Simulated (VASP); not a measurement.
# AlN (Fm-3m) in VASP: notebook

Runs on AlN. Level: r2SCAN. Tasks: single point.

Program: VASP 6.6.1. These are calculated values, not measurements. Logs are shortened: lines on timing, memory, paths and dates and some standing lists are left out, and cuts for length are marked.

### 1 The cell of the first run

The structure is cubic, space group Fm-3m (No. 225). The conventional cell has a = 4.101 Å, b = 4.101 Å, c = 4.101 Å, α = 90.00°, β = 90.00°, γ = 90.00°. Al (site symmetry m-3m) has 6 N at 2.05 Å within 2.7 Å. Within 2.7 Å of N (site symmetry m-3m) lie 6 Al at 2.05 Å.

### 2 Single point, r2SCAN (Ga replaced by Al, lengths x 0.997, strained)

The input, POSCAR:

```
AlN
1.0
    0.0000000000      2.0503923113      2.0503923113
    2.0503923113      0.0000000000      2.0503923113
    2.0503923113      2.0503923113      0.0000000000
Al N
1 1
Direct
    0.0000000000      0.0000000000      0.0000000000
    0.5000000000      0.5000000000      0.5000000000
```

The input, INCAR.step1:

```
PREC = Accurate ; ENCUT = 520
ISMEAR = 0 ; SIGMA = 0.1
LREAL = False ; LASPH = True
NELM = 100 ; NBANDS = 11
GGA = PE ; ALGO = Normal
EDIFF = 1E-4 ; LWAVE = True
LCHARG = False
```

The input, INCAR.step2:

```
PREC = Accurate ; ENCUT = 520
EDIFF = 1E-7 ; ISMEAR = 0
SIGMA = 0.1 ; LREAL = False
LASPH = True ; NELM = 100
ALGO = Normal ; ISIF = 2
LWAVE = False ; LCHARG = False
METAGGA = R2SCAN ; LMIXTAU = True
NBANDS = 11 ; ISTART = 1
```

The input, KPOINTS:

```
regular mesh
0
Gamma
  8 8 8
```

Potentials or basis: VASP PAW PBE potentials, release 64 (Al, N).

Run with:

```bash
> cat potpaw_PBE.64/Al/POTCAR potpaw_PBE.64/N/POTCAR > POTCAR
> cp INCAR.step1 INCAR
> mpirun -np 1 vasp_std > vasp.out
> cp INCAR.step2 INCAR
> mpirun -np 1 vasp_std > vasp.out
```

OUTCAR:

```text
PREC = Accurate
   ENCUT = 520
   EDIFF = 1E-7
   ISMEAR = 0
   LREAL = False
   LASPH = True
   NELM = 100
   ISIF = 2
   METAGGA = R2SCAN
   ISTART = 1

 ion  position               nearest neighbor table
   1  0.000  0.000  0.000-   2 2.05   2 2.05   2 2.05   2 2.05   2 2.05   2 2.05
   2  0.500  0.500  0.500-   1 2.05   1 2.05   1 2.05   1 2.05   1 2.05   1 2.05

  LATTYP: Found a face centered cubic cell.
 ALAT       =     4.1007846226

  Lattice vectors:

 A1 = (   0.0000000000,   2.0503923113,   2.0503923113)
 A2 = (   2.0503923113,   0.0000000000,   2.0503923113)
 A3 = (   2.0503923113,   2.0503923113,   0.0000000000)

Analysis of symmetry for initial positions (statically):
=====================================================================
 Subroutine PRICEL returns:
 Original cell was already a primitive cell.

 Routine SETGRP: Setting up the symmetry group for a
 face centered cubic supercell.

 Subroutine GETGRP returns: Found 48 space group operations
 (whereof 48 operations were pure point group operations)
 out of a pool of 48 trial point group operations.

The static configuration has the point symmetry O_h .

Analysis of symmetry for dynamics (positions and initial velocities):
=====================================================================
 Subroutine PRICEL returns:
 Original cell was already a primitive cell.

 Routine SETGRP: Setting up the symmetry group for a
 face centered cubic supercell.

 Subroutine GETGRP returns: Found 48 space group operations
 (whereof 48 operations were pure point group operations)
 out of a pool of 48 trial point group operations.

The dynamic configuration has the point symmetry O_h .

 Subroutine INISYM returns: Found 48 space group operations
 (whereof 48 operations are pure point group operations),
 and found     1 'primitive' translations

----------------------------------------------------------------------------------------

                                     Primitive cell

  volume of cell :      17.2401

  direct lattice vectors                    reciprocal lattice vectors
     0.000000000  2.050392311  2.050392311    -0.243855772  0.243855772  0.243855772
     2.050392311  0.000000000  2.050392311     0.243855772 -0.243855772  0.243855772
     2.050392311  2.050392311  0.000000000     0.243855772  0.243855772 -0.243855772

  length of vectors
     2.899692615  2.899692615  2.899692615     0.422370587  0.422370587  0.422370587

  position of ions in fractional coordinates (direct lattice)
     0.000000000  0.000000000  0.000000000
     0.500000000  0.500000000  0.500000000

  ion indices of the primitive-cell ions
   primitive index   ion index
                 1           1
                 2           2

----------------------------------------------------------------------------------------

 KPOINTS: regular mesh

Automatic generation of k-mesh.
 Grid dimensions read from file:
 generate k-points for:    8    8    8

 Generating k-lattice:

  Cartesian coordinates                     Fractional coordinates (reciprocal lattice)
    -0.030481972  0.030481972  0.030481972     0.125000000  0.000000000  0.000000000
     0.030481972 -0.030481972  0.030481972     0.000000000  0.125000000  0.000000000
     0.030481972  0.030481972 -0.030481972     0.000000000  0.000000000  0.125000000

  Length of vectors
     0.052796323  0.052796323  0.052796323

  Shift w.r.t. Gamma in fractional coordinates (k-lattice)
     0.000000000  0.000000000  0.000000000

 Subroutine IBZKPT returns following result:
 ===========================================

 Found     29 irreducible k-points:

 Following reciprocal coordinates:
            Coordinates               Weight
  0.000000  0.000000  0.000000      1.000000
  0.125000  0.000000  0.000000      8.000000
  0.250000  0.000000  0.000000      8.000000
  0.375000  0.000000  0.000000      8.000000
  0.500000  0.000000  0.000000      4.000000
  0.125000  0.125000  0.000000      6.000000
[... 16 lines left out ...]
  0.500000  0.250000  0.125000     48.000000
 -0.375000  0.250000  0.125000     24.000000
 [... further k-points ...]
   k-points           NKPTS =     29   k-points in BZ     NKDIM =     29   number of bands    NBANDS=     11
   number of dos      NEDOS =    301   number of ions     NIONS =      2
   total plane-waves  NPLWV =  13824
   dimension x,y,z NGX =    24 NGY =   24 NGZ =   24
   dimension x,y,z NGXF=    48 NGYF=   48 NGZF=   48
   ions per type =               1   1
   NGX,Y,Z   is equivalent  to a cutoff of  13.76, 13.76, 13.76 a.u.
   NGXF,Y,Z  is equivalent  to a cutoff of  27.52, 27.52, 27.52 a.u.
 SYSTEM =  unknown system
   PREC   = accura    normal or accurate (medium, high low for compatibility)
   ISTART =      1    job   : 0-new  1-cont  2-samecut
   ICHARG =      0    charge: 1-file 2-atom 10-const
   ISPIN  =      1    spin polarized calculation?
   LNONCOLLINEAR =      F non collinear calculations
   LSORBIT =      F    spin-orbit coupling
   LASPH  =      T    aspherical Exc in radial PAW
   ENCUT  =  520.0 eV  38.22 Ry    6.18 a.u.   5.39  5.39  5.39*2*pi/ulx,y,z
   NELM   =    100;   NELMIN=  2; NELMDL=  0     # of ELM steps
   EDIFF  = 0.1E-06   stopping-criterion for ELM
   LREAL  =      F    real-space projection
   EDIFFG = 0.1E-05   stopping-criterion for IOM
   NSW    =      0    number of steps for IOM
   IBRION =     -1    ionic relax: 0-MD 1-quasi-New 2-CG
   NFREE  =      0    steps in history (QN), initial steepest desc. (CG)
   ISIF   =      2    stress and relaxation
   ISYM   =      2    0-nonsym 1-usesym 2-fastsym
   POTIM  = 0.5000    time-step for ionic-motion
   TEBEG  =    0.0;   TEEND  =   0.0 temperature during run
   PSTRESS=    0.0 pullay stress
   NELECT =       8.0000    total number of electrons
   NUPDOWN=      -1.0000    fix difference up-down
   EMIN   =  10.00;   EMAX   =-10.00  energy-range for DOS
   EFERMI =   0.00;   METHOD = LEGACY
   ISMEAR =     0;   SIGMA  =   0.10  broadening in eV -4-tet -1-fermi 0-gaus
   EFERMI_NEDOS =   21; number of points for ismear=-14 and -15
   IALGO  =     38    algorithm
   IMIX   =      4    mixing-type and parameters
     AMIX     =   0.40;   BMIX     =  1.00
     AMIX_MAG =   1.60;   BMIX_MAG =  1.00
  volume/ion in A,a.u.               =       8.62        58.17
  Fermi-wavevector in a.u.,A,eV,Ry     =   1.267432  2.395098 21.856166  1.606383
  Thomas-Fermi vector in A             =   2.400580
   LORBIT       =      0    0 simple, 1 ext, 2 COOP (PROOUT), +10 PAW based schemes
   METAGGA = R2SCAN    functional components
   LHFCALC =     F    Hartree Fock is set to
   AEXX    =    0.0000 exact exchange contribution
   IVDW    =     0    specifies the selected vdW correction
   LEPSILON=     F    determine dielectric tensor
   LRPA    =     F    only Hartree local field effects (RPA)
 non-spin polarized calculation
 Gauss-broadening in eV      SIGMA  =   0.10
  energy-cutoff  :      520.00
  volume of cell :       17.24
 maximum number of plane-waves:       481
 NGX is ok and might be reduce to    24
   NGX = 11   NGY = 11   NGZ = 11

 number of electron       8.0000001 magnetization

 Free energy of the ion-electron system (eV)
  ---------------------------------------------------
  ext. energy  EPLUGINS =         0.00000000
  ---------------------------------------------------
  free energy    TOTEN  =       -18.86383346 eV

  energy without entropy =      -18.86383346  energy(sigma->0) =      -18.86383346

 E-fermi :   9.7152     XC(G=0): -12.6692

 val. band max:        9.2394441474   @ k =   0.0000   0.0000   0.0000
 cond. band min:      14.3011601080   @ k =   0.5000   0.5000   0.0000
 fundamental gap:      5.0617159605
 Fermi energy:         9.7151730700

 k-point     1 :       0.0000    0.0000    0.0000
  band No.  band energies     occupation
      1      -8.7788      2.00000
      2       9.2394      2.00000
      3       9.2394      2.00000
      4       9.2394      2.00000
      5      15.1320      0.00000
      6      22.0054      0.00000
      7      22.0054      0.00000
      8      22.0054      0.00000
      9      27.4871      0.00000
     10      27.4871      0.00000
     11      27.6778      0.00000

 k-point     2 :       0.1250    0.0000    0.0000
  band No.  band energies     occupation
      1      -8.4679      2.00000
      2       7.7319      2.00000
      3       9.0550      2.00000
      4       9.0550      2.00000
      5      16.0453      0.00000
      6      20.9273      0.00000
      7      22.4257      0.00000
      8      22.4257      0.00000
      9      25.6825      0.00000
     10      25.6825      0.00000
     11      28.2474      0.00000

 k-point     3 :       0.2500    0.0000    0.0000
  band No.  band energies     occupation
      1      -7.5900      2.00000
      2       4.8992      2.00000
      3       8.6528      2.00000
      4       8.6528      2.00000
      5      16.5415      0.00000
      6      21.0241      0.00000
      7      22.1322      0.00000
      8      22.1323      0.00000
      9      26.0680      0.00000
     10      26.0680      0.00000
     11      27.2235      0.00000
[... 267 lines left out ...]
 k-point    23 :       0.5000    0.2500    0.1250
  band No.  band energies     occupation
      1      -5.8175      2.00000
      2       2.8353      2.00000
      3       5.8269      2.00000
      4       7.5437      2.00000
      5      18.1198      0.00000
      6      18.9610      0.00000
      7      20.7039      0.00000
      8      23.1140      0.00000
      9      26.8994      0.00000
     10      30.1654      0.00000
     11      31.9906      0.00000

 k-point    24 :      -0.3750    0.2500    0.1250
  band No.  band energies     occupation
      1      -5.2394      2.00000
      2       1.9463      2.00000
      3       5.5973      2.00000
      4       7.2814      2.00000
      5      18.2136      0.00000
      6      18.3521      0.00000
      7      22.2591      0.00000
      8      22.6210      0.00000
      9      28.0557      0.00000
     10      29.0674      0.00000
     11      32.5373      0.00000

 [... further k-points ...]

------------------------ aborting loop because EDIFF is reached ----------------------------------------

  FORCE on cell =-STRESS in cart. coord.  units (eV):
  Direction    XX          YY          ZZ          XY          YZ          ZX
  --------------------------------------------------------------------------------------
  -------------------------------------------------------------------------------------
  Total       -1.3439700     -1.3439700     -1.3439700     -0.0000000      0.0000000     -0.0000000
  in kB     -124.8990922   -124.8990922   -124.8990922     -0.0000000      0.0000000     -0.0000000
  external PRESSURE =    -124.8990922 kB  Pullay stress =       0.0000000 kB

 VOLUME and BASIS-vectors are now :
 -----------------------------------------------------------------------------
  energy-cutoff  :      520.00
  volume of cell :       17.24
      direct lattice vectors                 reciprocal lattice vectors
     0.000000000  2.050392311  2.050392311    -0.243855772  0.243855772  0.243855772
     2.050392311  0.000000000  2.050392311     0.243855772 -0.243855772  0.243855772
     2.050392311  2.050392311  0.000000000     0.243855772  0.243855772 -0.243855772

 POSITION                                       TOTAL-FORCE (eV/Angst)
 -----------------------------------------------------------------------------------
      0.00000      0.00000      0.00000        -0.000000     -0.000000      0.000000
      2.05039      2.05039      2.05039         0.000000      0.000000     -0.000000
 -----------------------------------------------------------------------------------
    total drift:                               -0.000000     -0.000000      0.000000

  FREE ENERGIE OF THE ION-ELECTRON SYSTEM (eV)
  ---------------------------------------------------
  free  energy   TOTEN  =       -18.8638334598 eV

  energy  without entropy=      -18.8638334598  energy(sigma->0) =      -18.86383346
```

Wall time 21 s (1 thread of AMD EPYC 9R45 (Zen 5), shared host); peak memory 0.11 GiB.

Results:

- Free energy: -18.8638 eV
- Pressure: -12.5 GPa
- Band gap on the k mesh: 5.06 eV, indirect (least direct gap 5.89 eV)

Levels at points of the mesh, in eV from the valence-band top:
```csv
k point,band 2,band 3,band 4,band 5,band 6,band 7
"(0.00, 0.00, 0.00)",0.00,0.00,0.00,5.89,12.77,12.77
"(0.50, 0.00, 0.00)",-8.17,-1.08,-1.08,6.63,11.55,11.55
"(0.50, 0.50, 0.00)",-7.26,-2.79,-2.79,5.06,6.05,14.83
```

Caveat: the cell differs from its parent crystal (Ga replaced by Al, lengths x 0.997, strained); the PAW data sets were made with another functional, which shifts forces and pressure a little.

### 3 Single point, r2SCAN (Ga replaced by Al, lengths x 0.997, strained)

POSCAR is that of step 2.

The input, INCAR.step1:

```
  ALGO = Normal
  EDIFF = 1E-4
  ENCUT = 520
  GGA = PE
  ISMEAR = 0
  LASPH = True
  LCHARG = False
  LREAL = False
  LWAVE = True
  NBANDS = 11
  NELM = 60
  PREC = Accurate
  SIGMA = 0.02
```

The input, INCAR.step2:

```
  ALGO = Normal
  EDIFF = 1E-6
  ENCUT = 520
  ISIF = 2
  ISMEAR = 0
  ISTART = 1
  LASPH = True
  LCHARG = False
  LMIXTAU = True
  LREAL = False
  LWAVE = False
  METAGGA = R2SCAN
  NBANDS = 11
  NELM = 60
  PREC = Accurate
  SIGMA = 0.02
```

The input, KPOINTS:

```
k-points
0
Gamma
  10 10 10
```

Potentials or basis: VASP PAW PBE potentials, release 64 (Al, N).

Run with:

```bash
> cat potpaw_PBE.64/Al/POTCAR potpaw_PBE.64/N/POTCAR > POTCAR
> cp INCAR.step1 INCAR
> mpirun -np 1 vasp_std > vasp.out
> cp INCAR.step2 INCAR
> mpirun -np 1 vasp_std > vasp.out
```

Wall time 32 s (1 thread of Intel Xeon 8259CL, shared host); peak memory 0.14 GiB.

It converged, with:

```yaml
Free_energy: -18.8641 eV
Pressure: -12.5 GPa
Band_gap_on_the_k_mesh: 5.06 eV, indirect (least direct gap 5.89 eV)
```

Levels at points of the mesh, in eV from the valence-band top:
```csv
k point,band 1,band 2,band 3,band 4,band 5,band 6,band 7,band 8
"(0.00, 0.00, 0.00)",-18.02,0.00,0.00,0.00,5.89,12.77,12.77,12.77
"(0.50, 0.00, 0.00)",-14.95,-8.17,-1.08,-1.08,6.63,11.55,11.55,13.97
"(0.50, 0.50, 0.00)",-14.03,-7.26,-2.79,-2.79,5.06,6.05,14.83,18.01
```

Caveat: the cell differs from its parent crystal (Ga replaced by Al, lengths x 0.997, strained); the PAW data sets were made with another functional, which shifts forces and pressure a little. A k mesh can miss the band edges.
